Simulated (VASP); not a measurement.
A run of VASP 6.6.1:

Contents of INCAR:

```
PREC = Accurate
ENCUT = 500
EDIFF = 1E-6
ISMEAR = -1
SIGMA = 0.05
LREAL = False
LASPH = True
NELM = 120
ALGO = Normal
ISIF = 2
LWAVE = False
LCHARG = True
GGA = PS
IVDW = 12
LELF = True
LVHAR = True
NBANDS = 21
GGA_COMPAT = False
```

Contents of KPOINTS:

```
regular mesh
0
Gamma
  11 11 11
```

Contents of POSCAR:

```
Ge
1.0
   -2.5363140702      2.5366962570      1.3743242463
    2.5363140702     -2.5366962570      1.3743242463
    2.5363140702      2.5366962570     -1.3743242463
Ge
2
Direct
    0.3747831222      0.1247831222      0.2500000000
    0.6252168778      0.8752168778      0.7500000000
```

Potentials or basis: VASP PAW PBE potentials, release 64 (Ge_d).

Launch:

```bash
$ cat potpaw_PBE.64/Ge_d/POTCAR > POTCAR
$ mpirun -np 1 vasp_std > vasp.out
```

Hardware: 1 thread of Intel Xeon 6975P-C, on a shared host.

Problem. How long does it take, and how much memory?

Solution. Run time: 74 s on 1 thread of Intel Xeon 6975P-C, on a shared host, peak memory 0.26 GiB. Counts: scf iterations 10, k points 216.
